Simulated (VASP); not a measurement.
A run of VASP 6.6.1 is set up as follows.

The input INCAR:

```
SYSTEM = Nb2Br
ALGO = Normal
EDIFF = 1E-6
EDIFFG = -0.04
ENCUT = 600
GGA = PE
IBRION = 2
ISIF = 3
ISMEAR = 0
LASPH = .TRUE.
LCHARG = .FALSE.
LREAL = .FALSE.
LWAVE = .FALSE.
NELM = 60
NSW = 90
PREC = Accurate
SIGMA = 0.1
```

Contents of KPOINTS:

```
k-points
0
G
  6 6 6
  0 0 0
```

Contents of POSCAR:

```
Nb2Br
1.0
    1.8240391981      1.0531095220      5.5090649910
   -1.8240391981      1.0531095220      5.5090649910
    0.0000000000     -2.1062190441      5.5090649910
Nb Br
2 1
Direct
    0.7500000000      0.7500000000      0.7500000000
    0.2500000000      0.2500000000      0.2500000000
    0.0000000000      0.0000000000      0.0000000000
```

Potentials or basis: VASP PAW PBE potentials, release 64 (Nb_sv, Br).

The run is started by

```sh
$ cat potpaw_PBE.64/Nb_sv/POTCAR potpaw_PBE.64/Br/POTCAR > POTCAR
$ mpirun -np 1 vasp_std > vasp.out
```

Estimate the relaxed volume.

20.20 Å³/atom.

Estimate the relaxed cell.

a = 6.697 Å, b = 6.697 Å, c = 6.697 Å, α = 28.54°, β = 28.54°, γ = 28.54°.

The path:
| step | energy change (eV) | largest force (eV/Å) | pressure (GPa) | volume (Å³) |
| --- | --- | --- | --- | --- |
| 1 | 0.0000 | 1.5762 | -3.72 | 63.49 |
| 2 | -0.3258 | 1.9035 | 2.46 | 59.05 |
| 3 | -0.2659 | 1.5792 | 20.23 | 52.68 |
| 4 | -0.3919 | 2.0164 | 8.37 | 56.41 |
| 5 | -0.5698 | 1.9196 | 7.20 | 56.59 |
| 6 | -0.8283 | 1.0051 | 7.05 | 57.10 |
| 7 | -0.8650 | 0.7332 | 7.43 | 57.28 |
| 8 | -1.1830 | 0.5773 | 2.29 | 60.11 |
| 9 | -1.5705 | 1.2231 | -4.73 | 68.47 |
| 10 | -1.9251 | 1.5358 | -5.51 | 69.26 |
| 11 | -2.4323 | 2.6611 | -4.84 | 70.43 |
| 12 | -2.7700 | 1.2318 | -4.92 | 67.48 |
| 13 | -2.8758 | 0.1102 | -4.76 | 65.17 |
| 14 | -2.8792 | 0.0746 | -4.68 | 64.72 |
| 15 | -2.9597 | 0.4899 | 0.70 | 61.11 |
| 16 | -2.9606 | 0.5510 | 1.33 | 60.74 |
| 17 | -2.9855 | 0.2289 | 0.64 | 60.66 |
| 18 | -2.9911 | 0.0110 | 0.19 | 60.60 |

Caveat: an odd number of electrons without spin polarisation forces a metal; a magnetic or distorted state may lie lower.
